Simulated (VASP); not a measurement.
Runs of VASP 6.6.1 on Fe3Co. The structure is that of space group P4/mmm (No. 123), or close to it. The cells are those of the table. 

| cell | gap on the mesh (eV) | pressure (GPa) | moment (μB) |
| --- | --- | --- | --- |
| a = 3.913, b = 3.913, c = 2.618 Å, 4 atoms | none | 11.5 | 7.93 |
| a = 3.978, b = 3.978, c = 2.664 Å, 4 atoms | none | -0.8 | 8.47 |
| a = 3.848, b = 3.848, c = 2.664 Å, 4 atoms | none | (a) | (c) |
| a = 3.717, b = 3.717, c = 2.802 Å, 4 atoms | none | (d) | 7.34 |
| a = 3.782, b = 3.782, c = 2.894 Å, 4 atoms | none | 2.9 | 8.17 |
| a = 3.848, b = 3.848, c = 2.802 Å, 4 atoms | none | (b) | 8.37 |

Alike in all rows: task single point; level LDA; potentials or basis VASP PAW LDA potentials, release 64 (Fe, Co); spin collinear, ferromagnetic start; k mesh 10 × 10 × 14; cutoff (eV) 520; smearing gaussian 0.15 eV.

**Question.** Estimate the missing entries.

**Answer.** (a) 16.5; (b) 3.0; (c) 7.88; (d) 20.8.

Caveats: the cell stands under pressure (at least some runs).

A gap of «none» marks levels without a gap at the run's occupations.
